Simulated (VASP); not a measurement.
Here is a VASP 6.6.1 calculation.

Contents of INCAR:

```
SYSTEM = CuI
  PREC = Accurate
  ENCUT = 520
  EDIFF = 1E-7
  ISMEAR = -1
  SIGMA = 0.02
  LREAL = .FALSE.
  LASPH = .TRUE.
  NELM = 80
  ALGO = Normal
  ISIF = 2
  LWAVE = .FALSE.
  LCHARG = .FALSE.
  GGA = PE
  IVDW = 12
  NBANDS = 26
```

KPOINTS

```
regular mesh
0
G
  4 4 6
  0 0 0
```

The input POSCAR:

```
CuI
1.0
    3.3194544598     -3.5027645438      0.0000000000
    3.3194544598      3.5027645438      0.0000000000
    0.0000000000      0.0000000000      4.3673130491
Cu I
2 2
Direct
    0.4130544539      0.5869455461      0.7500000000
    0.5869455461      0.4130544539      0.2500000000
    0.7861314641      0.2138685359      0.7500000000
    0.2138685359      0.7861314641      0.2500000000
```

Potentials or basis: VASP PAW PBE potentials, release 64 (Cu, I).

Run with:

```bash
$ cat potpaw_PBE.64/Cu/POTCAR potpaw_PBE.64/I/POTCAR > POTCAR
$ mpirun -np 1 vasp_std > vasp.out
```

Task: Estimate the dispersion energy per atom.

Result: -0.378 eV.

Task: What does it give for the largest force?

Result: 0.012 eV/Å.

Forces on the atoms (eV/Å):
```
Cu   0.000  0.012  0.000
Cu   0.000 -0.012  0.000
I    0.000 -0.009  0.000
I    0.000  0.009  0.000
```
